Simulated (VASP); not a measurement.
# Tl (P6/mmm) in VASP: further runs

The runs below take Tl through single point, relaxation of cell and atoms, with PBE.

All numbers are computed with VASP 6.6.1; they aren't measurements. Logs are shortened: lines on timing, memory, paths and dates and some standing lists are left out, and cuts for length are marked.

### 1 The cell of the first run

The structure is hexagonal, space group P6/mmm (No. 191). The conventional cell has a = 4.990 Å, b = 4.990 Å, c = 3.049 Å, α = 90.00°, β = 90.00°, γ = 120.00°. Tl (site symmetry 6/mmm) has 14 Tl at 3.05 to 3.26 Å within 4.0 Å. Tl (site symmetry -6m2) has 11 Tl at 2.88 to 3.26 Å within 3.8 Å.

This isn't the form of Tl at room conditions, which is hcp.

### 2 Single point, PBE

File INCAR:

```
SYSTEM = Tl
PREC = Accurate ; ENCUT = 520
EDIFF = 1E-6 ; ISMEAR = -1
SIGMA = 0.05 ; LREAL = .FALSE.
LASPH = .TRUE. ; NELM = 100
ALGO = Normal ; ISIF = 2
LWAVE = .FALSE. ; LCHARG = .FALSE.
GGA = PE ; NBANDS = 26
```

File KPOINTS:

```
Automatic mesh
0
G
  7 7 10
  0 0 0
```

File POSCAR:

```
Tl
1.0
    4.9900761160      0.0000000000      0.0000000000
   -2.4950380580      4.3215326833      0.0000000000
    0.0000000000      0.0000000000      3.0489847099
Tl
3
Direct
    0.0000000000      0.0000000000      0.0000000000
    0.3333333333      0.6666666667      0.5000000000
    0.6666666667      0.3333333333      0.5000000000
```

Potentials or basis: VASP PAW PBE potentials, release 64 (Tl_d).

On the command line:

```bash
> cat potpaw_PBE.64/Tl_d/POTCAR > POTCAR
> mpirun -np 1 vasp_std > vasp.out
```

OUTCAR:

```text
SYSTEM = Tl
   PREC = Accurate
   ENCUT = 520
   EDIFF = 1E-6
   ISMEAR = -1
   LREAL = .FALSE.
   LASPH = .TRUE.
   NELM = 100
   ISIF = 2
   GGA = PE

 ion  position               nearest neighbor table
   1  0.000  0.000  0.000-   2 3.26   3 3.26   2 3.26   3 3.26   3 3.26   3 3.26   2 3.26   2 3.26
                             3 3.26   3 3.26   2 3.26   2 3.26
   2  0.333  0.667  0.500-   3 2.88   3 2.88   3 2.88   1 3.26   1 3.26   1 3.26   1 3.26   1 3.26
                             1 3.26
   3  0.667  0.333  0.500-   2 2.88   2 2.88   2 2.88   1 3.26   1 3.26   1 3.26   1 3.26   1 3.26
                             1 3.26

  LATTYP: Found a hexagonal cell.
 ALAT       =     4.9900761160
 C/A-ratio  =     0.6110096598

  Lattice vectors:

 A1 = (   4.9900761160,   0.0000000000,   0.0000000000)
 A2 = (  -2.4950380580,   4.3215326833,   0.0000000000)
 A3 = (   0.0000000000,   0.0000000000,   3.0489847099)

Analysis of symmetry for initial positions (statically):
=====================================================================
 Subroutine PRICEL returns:
 Original cell was already a primitive cell.

 Routine SETGRP: Setting up the symmetry group for a
 hexagonal supercell.

 Subroutine GETGRP returns: Found 24 space group operations
 (whereof 24 operations were pure point group operations)
 out of a pool of 24 trial point group operations.

The static configuration has the point symmetry D_6h.

Analysis of symmetry for dynamics (positions and initial velocities):
=====================================================================
 Subroutine PRICEL returns:
 Original cell was already a primitive cell.

 Routine SETGRP: Setting up the symmetry group for a
 hexagonal supercell.

 Subroutine GETGRP returns: Found 24 space group operations
 (whereof 24 operations were pure point group operations)
 out of a pool of 24 trial point group operations.

The dynamic configuration has the point symmetry D_6h.

 Subroutine INISYM returns: Found 24 space group operations
 (whereof 24 operations are pure point group operations),
 and found     1 'primitive' translations

----------------------------------------------------------------------------------------

                                     Primitive cell

  volume of cell :      65.7507

  direct lattice vectors                    reciprocal lattice vectors
[... 87 lines left out ...]
   ENCUT  =  520.0 eV  38.22 Ry    6.18 a.u.   9.28  9.28  5.67*2*pi/ulx,y,z
   NELM   =    100;   NELMIN=  2; NELMDL= -5     # of ELM steps
   EDIFF  = 0.1E-05   stopping-criterion for ELM
   LREAL  =      F    real-space projection
   EDIFFG = 0.1E-04   stopping-criterion for IOM
   NSW    =      0    number of steps for IOM
   IBRION =     -1    ionic relax: 0-MD 1-quasi-New 2-CG
   NFREE  =      0    steps in history (QN), initial steepest desc. (CG)
   ISIF   =      2    stress and relaxation
   ISYM   =      2    0-nonsym 1-usesym 2-fastsym
   POTIM  = 0.5000    time-step for ionic-motion
   TEBEG  =    0.0;   TEEND  =   0.0 temperature during run
   PSTRESS=    0.0 pullay stress
   NELECT =      39.0000    total number of electrons
   NUPDOWN=      -1.0000    fix difference up-down
   EMIN   =  10.00;   EMAX   =-10.00  energy-range for DOS
   EFERMI =   0.00;   METHOD = LEGACY
   ISMEAR =    -1;   SIGMA  =   0.05  broadening in eV -4-tet -1-fermi 0-gaus
   EFERMI_NEDOS =   21; number of points for ismear=-14 and -15
   IALGO  =     38    algorithm
   IMIX   =      4    mixing-type and parameters
     AMIX     =   0.40;   BMIX     =  1.00
     AMIX_MAG =   1.60;   BMIX_MAG =  1.00
  volume/ion in A,a.u.               =      21.92       147.90
  Fermi-wavevector in a.u.,A,eV,Ry     =   1.375507  2.599332 25.742507  1.892021
  Thomas-Fermi vector in A             =   2.500837
   LORBIT       =      0    0 simple, 1 ext, 2 COOP (PROOUT), +10 PAW based schemes
   GGA     = PE    functional components
   LHFCALC =     F    Hartree Fock is set to
   AEXX    =    0.0000 exact exchange contribution
   IVDW    =     0    specifies the selected vdW correction
   LEPSILON=     F    determine dielectric tensor
   LRPA    =     F    only Hartree local field effects (RPA)
 non-spin polarized calculation
  energy-cutoff  :      520.00
  volume of cell :       65.75
 maximum number of plane-waves:      1800
 NGX is ok and might be reduce to    40

 number of electron      39.0000004 magnetization

 Free energy of the ion-electron system (eV)
  ---------------------------------------------------
  ext. energy  EPLUGINS =         0.00000000
  ---------------------------------------------------
  free energy    TOTEN  =        -5.04029424 eV

  energy without entropy =       -5.03670048  energy(sigma->0) =       -5.03849736

 E-fermi :  10.0460     XC(G=0): -11.5886

 val. band max:       10.0261961460   @ k =   0.0000   0.0000   0.2000
 cond. band min:      10.1785828872   @ k =   0.1429   0.1429   0.5000
 fundamental gap:      0.1523867412
 Fermi energy:        10.0460110980

 k-point     1 :       0.0000    0.0000    0.0000
  band No.  band energies     occupation
      1      -3.1685      2.00000
      2      -2.5077      2.00000
      3      -2.4301      2.00000
      4      -2.4069      2.00000
      5      -2.4069      2.00000
      6      -2.3314      2.00000
[... 685 lines left out ...]
     25      18.3373      0.00000
     26      18.4752      0.00000

 [... further k-points ...]

------------------------ aborting loop because EDIFF is reached ----------------------------------------

  FORCE on cell =-STRESS in cart. coord.  units (eV):
  Direction    XX          YY          ZZ          XY          YZ          ZX
  --------------------------------------------------------------------------------------
  -------------------------------------------------------------------------------------
  Total       10.6401313     10.6401313     10.6359861      0.0000000     -0.0000000      0.0000000
  in kB      259.2730343    259.2730343    259.1720263      0.0000000     -0.0000000      0.0000000
  external PRESSURE =     259.2393650 kB  Pullay stress =       0.0000000 kB

 VOLUME and BASIS-vectors are now :
 -----------------------------------------------------------------------------
  energy-cutoff  :      520.00
  volume of cell :       65.75
      direct lattice vectors                 reciprocal lattice vectors
     4.990076116  0.000000000  0.000000000     0.200397745  0.115699692  0.000000000
    -2.495038058  4.321532683  0.000000000     0.000000000  0.231399384  0.000000000
     0.000000000  0.000000000  3.048984710     0.000000000  0.000000000  0.327978030

 POSITION                                       TOTAL-FORCE (eV/Angst)
 -----------------------------------------------------------------------------------
      0.00000      0.00000      0.00000         0.000000      0.000000      0.000000
     -0.00000      2.88102      1.52449        -0.000000      0.000000      0.000000
      2.49504      1.44051      1.52449         0.000000      0.000000      0.000000
 -----------------------------------------------------------------------------------
    total drift:                                0.000000     -0.000000      0.000000

  FREE ENERGIE OF THE ION-ELECTRON SYSTEM (eV)
  ---------------------------------------------------
  free  energy   TOTEN  =        -5.0402942411 eV

  energy  without entropy=       -5.0367004811  energy(sigma->0) =       -5.03849736
```

stdout:

```text
POSCAR found type information on POSCAR Tl
 POSCAR found :  1 types and       3 ions
 scaLAPACK will be used
 LDA part: xc-table for (Slater+PW92), standard interpolation
 POSCAR, INCAR and KPOINTS ok, starting setup
 FFT: planning ... GRIDC
 FFT: planning ... GRID_SOFT
 FFT: planning ... GRID
 WAVECAR not read
 entering main loop
```

Run time: 26 s. Hardware: 1 thread of Intel Xeon 6975P-C (Granite Rapids), shared host; peak memory 0.21 GiB.

Results:

```
Free energy            : -5.0403 eV
Pressure               : 25.9 GPa
Band gap on the k mesh : zero (an odd number of electrons rules out a gap without spin polarisation)
```

Caveat: the cell stands under pressure; spin-orbit coupling is left out, which moves the levels of the heavy elements.

### 3 Single point, PBE

File INCAR:

```
ALGO = Normal
EDIFF = 1E-6
ENCUT = 520
GGA = PE
ISIF = 2
ISMEAR = -1
LASPH = T
LCHARG = F
LREAL = F
LWAVE = F
NBANDS = 26
NELM = 80
PREC = Accurate
SIGMA = 0.05
```

File KPOINTS:

```
k-points
0
Gamma
  7 7 10
```

POSCAR is that of step 2.

Potentials or basis: VASP PAW PBE potentials, release 64 (Tl_d).

On the command line:

```bash
> cat potpaw_PBE.64/Tl_d/POTCAR > POTCAR
> mpirun -np 1 vasp_std > vasp.out
```

Wall time 23 s (1 thread of Intel Xeon 6975P-C (Granite Rapids), shared host); peak memory 0.21 GiB.

The run converged. Its results:

* Free energy: -5.0403 eV
* Pressure: 25.9 GPa
* Band gap on the k mesh: zero (an odd number of electrons rules out a gap without spin polarisation)

Levels at points of the mesh, in eV from the Fermi level:
| k point | band 17 | band 18 | band 19 | band 20 | band 21 | band 22 |
| --- | --- | --- | --- | --- | --- | --- |
| (0.00, 0.00, 0.00) | -4.26 | -3.81 | -0.97 | -0.97 | -0.87 | -0.87 |
| (0.00, 0.00, 0.50) | -6.56 | -0.17 | 0.77 | 0.78 | 1.28 | 1.40 |

Caveat: the cell stands under pressure; spin-orbit coupling is left out, which moves the levels of the heavy elements.

### 4 Relaxation of cell and atoms, PBE, target pressure 26 GPa, at which the enthalpy is minimised

This run uses another cell than the first one: it holds 1 atom, not 3.

File INCAR:

```
PREC = Accurate
ENCUT = 600
EDIFF = 1E-7
ISMEAR = -1
SIGMA = 0.05
LREAL = F
LASPH = T
NELM = 60
ALGO = Normal
ISIF = 3
LWAVE = F
LCHARG = F
GGA = PE
IBRION = 2
NSW = 60
EDIFFG = -0.005
PSTRESS = 260.0
```

File KPOINTS:

```
regular mesh
0
Gamma
  15 15 13
```

File POSCAR:

```
Tl
1.0
    3.0117475100      0.0000000000      0.0000000000
   -1.5058737550      2.6082498534      0.0000000000
    0.0000000000      0.0000000000      2.8310426594
Tl
1
Direct
    0.0000000000      0.0000000000      0.0000000000
```

On the command line:

```bash
> cat potpaw_PBE.64/Tl_d/POTCAR > POTCAR
> mpirun -np 1 vasp_std > vasp.out
```

Wall time 32 s (1 thread of Intel Xeon 6975P-C (Granite Rapids), shared host); peak memory 0.19 GiB.

Results (log left out):

| Quantity | Value |
| --- | --- |
| Free energy | -1.5703 eV |
| Relaxed volume | 22.35 Å³/atom |
| Relaxed cell | a = 3.014 Å, b = 3.014 Å, c = 2.840 Å, α = 90.00°, β = 90.00°, γ = 120.00° |
| Space group after relaxing (to 0.1 Å) | P6/mmm (No. 191) |
| Energy change on relaxing (the run minimises the enthalpy) | -17.8 meV/atom |
| Ionic steps | 5 |
| Pressure after relaxing | 26.0 GPa |
| Band gap on the k mesh | zero (an odd number of electrons rules out a gap without spin polarisation) |

The path:
| step | energy change (eV) | largest force (eV/Å) | pressure (GPa) | volume (Å³) |
| --- | --- | --- | --- | --- |
| 1 | 0.0000 | 0.0000 | 26.67 | 22.24 |
| 2 | -0.0484 | 0.0000 | 24.83 | 22.54 |
| 3 | -0.0189 | 0.0000 | 25.95 | 22.35 |
| 4 | -0.0174 | 0.0000 | 26.02 | 22.34 |
| 5 | -0.0178 | 0.0000 | 26.00 | 22.35 |

Final structure:
```cif
data_structure
_symmetry_space_group_name_H-M 'P 1'
_symmetry_Int_Tables_number 1
_cell_length_a 3.0140
_cell_length_b 3.0140
_cell_length_c 2.8404
_cell_angle_alpha 90.000
_cell_angle_beta 90.000
_cell_angle_gamma 120.000
_cell_volume 22.35
loop_
_atom_site_label
_atom_site_type_symbol
_atom_site_fract_x
_atom_site_fract_y
_atom_site_fract_z
_atom_site_occupancy
Tl1 Tl 0.00000 0.00000 0.00000 1
```

Levels at points of the mesh, in eV from the Fermi level:
```
           k point  band 4  band 5  band 6  band 7  band 8  band 9
(0.00, 0.00, 0.00)  -12.18  -11.24  -11.24    8.17   11.32   11.38
```

Caveat: the cell is relaxed towards a set pressure, so the run minimises the enthalpy, not the energy; spin-orbit coupling is left out, which moves the levels of the heavy elements.
